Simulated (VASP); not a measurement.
# InSe in VASP: single point with AM05

Aim: the single point of InSe with AM05.

All numbers are computed with VASP 6.6.1; they aren't measurements. Logs are shortened: lines on timing, memory, paths and dates and some standing lists are left out, and cuts for length are marked.

**1. The cell of the first run**

The cell holds a sheet with vacuum, 4 atoms: a = 4.000 Å, b = 4.000 Å, c = 21.358 Å, α = 90.00°, β = 90.00°, γ = 60.00°.

**2. Single point, AM05**

Input file POSCAR:

```
InSe
1.0
    4.0000000001      0.0000000000      0.0000000000
    2.0000000000      3.4641016152      0.0000000000
    0.0000000000      0.0000000000     21.3577120000
Se In
2 2
Direct
    0.0000000000      0.0000000000      0.6254280421
    0.0000000000      0.0000000000      0.3745719579
    0.6666666667      0.6666666667      0.4340455569
    0.6666666667      0.6666666667      0.5661125124
```

Input file INCAR.step1:

```
LDIPOL = T ; IDIPOL = 3
DIPOL = 0.5 0.5 0.500 ; ISMEAR = 0
SIGMA = 0.03 ; LWAVE = T
LCHARG = T ; ISIF = 0
NELM = 100 ; ALGO = Normal
PREC = Accurate ; LASPH = T
LREAL = F ; EDIFF = 1E-5
GGA_COMPAT = F ; ENCUT = 400
EFERMI = MIDGAP ; NELMDL = -8
GGA = PE
```

Input file INCAR.step2:

```
GGA = AM ; LDIPOL = T
IDIPOL = 3 ; DIPOL = 0.5 0.5 0.500
ISMEAR = 0 ; SIGMA = 0.03
LWAVE = F ; LCHARG = F
ISIF = 0 ; NELM = 100
ALGO = All ; PREC = Accurate
LASPH = T ; LREAL = F
EDIFF = 1E-6 ; GGA_COMPAT = F
ENCUT = 400 ; EFERMI = MIDGAP
NELMDL = -8 ; ISTART = 1
ISEARCH = 1
```

Input file KPOINTS:

```
k-points
0
Gamma
  5 5 1
```

Potentials or basis: VASP PAW PBE potentials, release 64 (Se, In_d).

Started as:

```
> cat potpaw_PBE.64/Se/POTCAR potpaw_PBE.64/In_d/POTCAR > POTCAR
> cp INCAR.step1 INCAR
> mpirun -np 1 vasp_std > vasp.out
> cp INCAR.step2 INCAR
> mpirun -np 1 vasp_std > vasp.out
```

OUTCAR:

```text
GGA = AM
   ISMEAR = 0
   ISIF = 0
   NELM = 100
   PREC = Accurate
   LASPH = T
   LREAL = F
   EDIFF = 1E-6
   ENCUT = 400
   EFERMI = MIDGAP
   NELMDL = -8
   ISTART = 1

 Found      5 irreducible k-points:

 Following reciprocal coordinates:
            Coordinates               Weight
  0.000000  0.000000  0.000000      1.000000
  0.200000 -0.000000  0.000000      6.000000
  0.400000 -0.000000  0.000000      6.000000
  0.400000  0.200000  0.000000      6.000000
 -0.400000  0.200000  0.000000      6.000000
   k-points           NKPTS =      5   k-points in BZ     NKDIM =      5   number of bands    NBANDS=     23
   number of dos      NEDOS =    301   number of ions     NIONS =      4
   total plane-waves  NPLWV = 109760
   dimension x,y,z NGX =    28 NGY =   28 NGZ =  140
   dimension x,y,z NGXF=    56 NGYF=   56 NGZF=  280
   ions per type =               2   2
   NGX,Y,Z   is equivalent  to a cutoff of  11.64, 11.64, 10.90 a.u.
   NGXF,Y,Z  is equivalent  to a cutoff of  23.27, 23.27, 21.79 a.u.
 SYSTEM =  unknown system
   PREC   = accura    normal or accurate (medium, high low for compatibility)
   ISTART =      1    job   : 0-new  1-cont  2-samecut
   ICHARG =      0    charge: 1-file 2-atom 10-const
   ISPIN  =      1    spin polarized calculation?
   LNONCOLLINEAR =      F non collinear calculations
   LSORBIT =      F    spin-orbit coupling
   LASPH  =      T    aspherical Exc in radial PAW
   ENCUT  =  400.0 eV  29.40 Ry    5.42 a.u.   6.52  6.52 34.83*2*pi/ulx,y,z
   NELM   =    100;   NELMIN=  2; NELMDL= -8     # of ELM steps
   EDIFF  = 0.1E-05   stopping-criterion for ELM
   LREAL  =      F    real-space projection
   EDIFFG = 0.1E-04   stopping-criterion for IOM
   NSW    =      0    number of steps for IOM
   IBRION =     -1    ionic relax: 0-MD 1-quasi-New 2-CG
   NFREE  =      0    steps in history (QN), initial steepest desc. (CG)
   ISIF   =      0    stress and relaxation
   ISYM   =      2    0-nonsym 1-usesym 2-fastsym
   POTIM  = 0.5000    time-step for ionic-motion
   TEBEG  =    0.0;   TEEND  =   0.0 temperature during run

   SCALEE = 1.0000    scale energy and forces
   PSTRESS=    0.0 pullay stress
   NELECT =      38.0000    total number of electrons
   NUPDOWN=      -1.0000    fix difference up-down
   EMIN   =  10.00;   EMAX   =-10.00  energy-range for DOS
   EFERMI =   0.00;   METHOD = MIDGAP
   ISMEAR =     0;   SIGMA  =   0.03  broadening in eV -4-tet -1-fermi 0-gaus
   EFERMI_NEDOS =   21; number of points for ismear=-14 and -15
   IALGO  =     58    algorithm
   IMIX   =      4    mixing-type and parameters
     AMIX     =   0.40;   BMIX     =  1.00
     AMIX_MAG =   1.60;   BMIX_MAG =  1.00
  volume/ion in A,a.u.               =      73.99       499.28
  Fermi-wavevector in a.u.,A,eV,Ry     =   0.825913  1.560749  9.280971  0.682132
  Thomas-Fermi vector in A             =   1.937854
   LORBIT       =      0    0 simple, 1 ext, 2 COOP (PROOUT), +10 PAW based schemes
   GGA     = AM    functional components
   LHFCALC =     F    Hartree Fock is set to
   AEXX    =    0.0000 exact exchange contribution
   IVDW    =     0    specifies the selected vdW correction
   LEPSILON=     F    determine dielectric tensor
   LRPA    =     F    only Hartree local field effects (RPA)

   CSHIFT  =0.1000    complex shift for real part using Kramers Kronig

   OMEGAMAX=  -1.0    maximum frequency
 non-spin polarized calculation
 Gauss-broadening in eV      SIGMA  =   0.03
  energy-cutoff  :      400.00
  volume of cell :      295.94
 maximum number of plane-waves:      5445
 NGX is ok and might be reduce to    28
   NGX = 13   NGY = 13   NGZ = 69

 dipol+quadrupol energy correction        -1815.740790 eV

 dipol+quadrupol energy correction         -414.631372 eV

 dipol+quadrupol energy correction          -15.898516 eV

 added-field ion interaction         -0.000036 eV  (added to PSCEN)

 number of electron      37.9999981 magnetization

 DIPCOR: dipole corrections for dipol
 direction  3 min pos     1,
 dipolmoment           0.000000      0.000000     -0.000653 electrons x Angstroem
 Tr[quadrupol]       -86.267060

 energy correction for charged system         0.000000 eV

 dipol+quadrupol energy correction           -0.000000 eV

 added-field ion interaction          0.000018 eV  (added to PSCEN)

 Free energy of the ion-electron system (eV)
  ---------------------------------------------------
  ext. energy  EPLUGINS =         0.00000000
  ---------------------------------------------------
  free energy    TOTEN  =       -14.60159742 eV

  energy without entropy =      -14.60159742  energy(sigma->0) =      -14.60159742

 E-fermi :  -1.6157     XC(G=0):  -4.9727

 val. band max:       -2.2588206721   @ k =   0.2000  -0.0000   0.0000
 cond. band min:      -0.6337715490   @ k =   0.0000   0.0000   0.0000
 fundamental gap:      1.6250491231
 Fermi energy:        -1.6157417937

 k-point     1 :       0.0000    0.0000    0.0000
  band No.  band energies     occupation
      1     -16.2462      2.00000
      2     -16.0768      2.00000
      3     -16.0768      2.00000
      4     -16.0045      2.00000
      5     -16.0045      2.00000
      6     -15.9817      2.00000
[... 15 lines left out ...]
     22       0.5430      0.00000
     23       2.5357      0.00000

 k-point     2 :       0.2000   -0.0000    0.0000
  band No.  band energies     occupation
      1     -16.2763      2.00000
      2     -16.1682      2.00000
      3     -16.1517      2.00000
      4     -16.0698      2.00000
      5     -15.9921      2.00000
      6     -15.9781      2.00000
[... 15 lines left out ...]
     22       1.0469      0.00000
     23       2.7142      0.00000

 k-point     3 :       0.4000   -0.0000    0.0000
  band No.  band energies     occupation
      1     -16.3959      2.00000
      2     -16.3024      2.00000
      3     -16.1780      2.00000
      4     -16.0683      2.00000
      5     -16.0078      2.00000
      6     -15.9356      2.00000
[... 15 lines left out ...]
     22       2.0366      0.00000
     23       2.4038      0.00000

 k-point     4 :       0.4000    0.2000    0.0000
  band No.  band energies     occupation
      1     -16.3642      2.00000
      2     -16.2717      2.00000
      3     -16.1803      2.00000
      4     -16.0762      2.00000
      5     -15.9947      2.00000
      6     -15.9532      2.00000
[... 15 lines left out ...]
     22       2.0242      0.00000
     23       3.0534      0.00000

 k-point     5 :      -0.4000    0.2000    0.0000
  band No.  band energies     occupation
      1     -16.4146      2.00000
      2     -16.3279      2.00000
      3     -16.1746      2.00000
      4     -16.0850      2.00000
      5     -15.9929      2.00000
      6     -15.9405      2.00000
[... 15 lines left out ...]
     22       2.0213      0.00000
     23       2.7854      0.00000

------------------------ aborting loop because EDIFF is reached ----------------------------------------

 vacuum level on the upper side and lower side of the slab       (xc-potential included)        -4.787        -4.909

 VOLUME and BASIS-vectors are now :
 -----------------------------------------------------------------------------
  energy-cutoff  :      400.00
  volume of cell :      295.94
      direct lattice vectors                 reciprocal lattice vectors
     4.000000000  0.000000000  0.000000000     0.250000000 -0.144337567  0.000000000
     2.000000000  3.464101615  0.000000000     0.000000000  0.288675135  0.000000000
     0.000000000  0.000000000 21.357712000     0.000000000  0.000000000  0.046821495

 POSITION                                       TOTAL-FORCE (eV/Angst)
 -----------------------------------------------------------------------------------
      0.00000      0.00000     13.35771        -0.000000      0.000000      0.109618
      0.00000      0.00000      8.00000         0.000000      0.000000     -0.085105
      4.00000      2.30940      9.27022         0.000000      0.000000      0.264300
      4.00000      2.30940     12.09087        -0.000000     -0.000000     -0.288813
 -----------------------------------------------------------------------------------
    total drift:                               -0.000004     -0.000003      0.012721

  FREE ENERGIE OF THE ION-ELECTRON SYSTEM (eV)
  ---------------------------------------------------
  free  energy   TOTEN  =       -14.6015974218 eV

  energy  without entropy=      -14.6015974218  energy(sigma->0) =      -14.60159742

 vacuum level on the upper side and lower side of the slab        -1.582        -1.662
```

Wall time 3.7 min (1 thread of Intel Xeon Platinum 8488C (Sapphire Rapids), shared host); peak memory 0.32 GiB.

What came out:

```
Free energy            : -14.6016 eV
Largest force          : 0.289 eV/Å
Band gap on the k mesh : 2.39 eV (least direct gap 3.02 eV)
```

Forces in eV/Å, atoms in the order of the input:
```
Se   0.000  0.000  0.110
Se   0.000  0.000 -0.085
In   0.000  0.000  0.264
In   0.000  0.000 -0.289
```

Caveat: the PAW data sets were made with another functional, which shifts forces and pressure a little; spin-orbit coupling is left out, which moves the levels of the heavy elements.

The gap in the log of VASP goes by the Fermi energy; the results here count the filled bands.